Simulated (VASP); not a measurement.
Here is a VASP 6.6.1 calculation.

File INCAR:

```
PREC = Accurate
ENCUT = 520
EDIFF = 1E-6
ISMEAR = -1
SIGMA = 0.1
LREAL = F
LASPH = T
NELM = 100
ALGO = Normal
ISIF = 2
LWAVE = F
LCHARG = T
LELF = T
LVHAR = T
NBANDS = 7
```

KPOINTS

```
regular mesh
0
Gamma
  16 16 16
```

Contents of POSCAR:

```
Mg
1.0
    0.0000000000      2.0695442590      2.0695442590
    2.0695442590      0.0000000000      2.0695442590
    2.0695442590      2.0695442590      0.0000000000
Mg
1
Direct
    0.0000000000      0.0000000000      0.0000000000
```

Potentials or basis: VASP PAW LDA potentials, release 64 (Mg).

Run with:

```sh
$ cat potpaw_LDA.64/Mg/POTCAR > POTCAR
$ mpirun -np 1 vasp_std > vasp.out
```

**Question.** Predict the band gap on the k mesh.

**Answer.** Zero (bands 1 and 2 overlap by 2.92 eV).

**Question.** Predict the pressure.

**Answer.** 11.7 GPa.

Caveat: the cell stands under pressure.
